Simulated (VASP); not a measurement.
Crystal: Ni.

```
CELL_PARAMETERS angstrom
2.27759 0.00000 0.00000
0.00000 2.27759 0.00000
0.00000 0.00000 2.27759
ATOMIC_POSITIONS crystal
Ni 0.00000 0.00000 0.00000
```

This isn't the form of Ni at room conditions, which is fcc.

| Property | Result |
| --- | --- |
| Program | VASP 6.6.1 |
| Task | relaxation of cell and atoms |
| Functional | RPBE |
| Potentials or basis | VASP PAW PBE potentials, release 64 (Ni) |
| Cutoff | 600 eV |
| k mesh | 14 × 14 × 14 |
| Occupations | fermi-dirac, width 0.1 eV |
| Spin | no spin polarisation |

At the start: pressure 15.6 GPa; volume 11.81 Å³/atom.

Q: Where does the relaxation end?

A: Over 3 steps the energy falls by 52.7 meV/atom and the volume is 13.01 Å³/atom (+10.1 %); space group Pm-3m (No. 221, to 0.1 Å) before and after.

Step by step:
```
step  energy change (eV)  largest force (eV/Å)  pressure (GPa)  volume (Å³)
   1              0.0000                0.0000           15.58        11.81
   2             -0.0318                0.0000           -7.10        13.89
   3             -0.0527                0.0000           -0.02        13.01
```

Final structure:
```yaml
crystal:
  lattice:
    - [2.35193, 0.00000, 0.00000]
    - [0.00000, 2.35193, 0.00000]
    - [0.00000, 0.00000, 2.35193]
  atoms:
    - { symbol: Ni, position: [0.00000, 0.00000, 0.00000] }
```

Caveat: the PAW data sets were made with another functional, which shifts forces and pressure a little; the run has no spin polarisation, though such a crystal can be magnetic.
